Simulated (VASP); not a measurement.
Input of a VASP 6.6.1 run:

Contents of INCAR:

```
SYSTEM = Sr
ALGO = Fast
EDIFF = 1E-6
ENCUT = 520
GGA = PS
ISIF = 2
ISMEAR = 0
LASPH = .TRUE.
LCHARG = .FALSE.
LREAL = .FALSE.
LWAVE = .FALSE.
NBANDS = 28
NELM = 60
PREC = Accurate
SIGMA = 0.1
```

KPOINTS

```
k-points
0
G
  10 10 4
  0 0 0
```

POSCAR

```
Sr
1.0
    4.4074006691      0.0000000000     -0.0860240789
   -2.2037003346      3.8180384296      0.0430120394
   -0.2836964838      0.0000000000     14.8919376759
Sr
4
Direct
    0.0166531974     -0.0232865812     -0.0177006268
    0.3209282963      0.6418566027      0.2500000000
   -0.0399397787     -0.0232865812      0.5177006268
    0.7023582849      0.4047165598      0.7500000000
```

Potentials or basis: VASP PAW PBE potentials, release 64 (Sr_sv).

Launch:

```console
$ cat potpaw_PBE.64/Sr_sv/POTCAR > POTCAR
$ mpirun -np 1 vasp_std > vasp.out
```

Q: Predict the pressure.

A: -1.5 GPa.

Q: What does it give for the largest force?

A: 0.262 eV/Å.

Forces on the atoms (eV/Å):
```
Sr  -0.021  0.086  0.246
Sr   0.000 -0.014  0.000
Sr   0.021  0.086 -0.246
Sr   0.000 -0.157  0.000
```

Caveat: the cell differs from its parent crystal (strained and its atoms moved); the PAW data sets were made with another functional, which shifts forces and pressure a little.
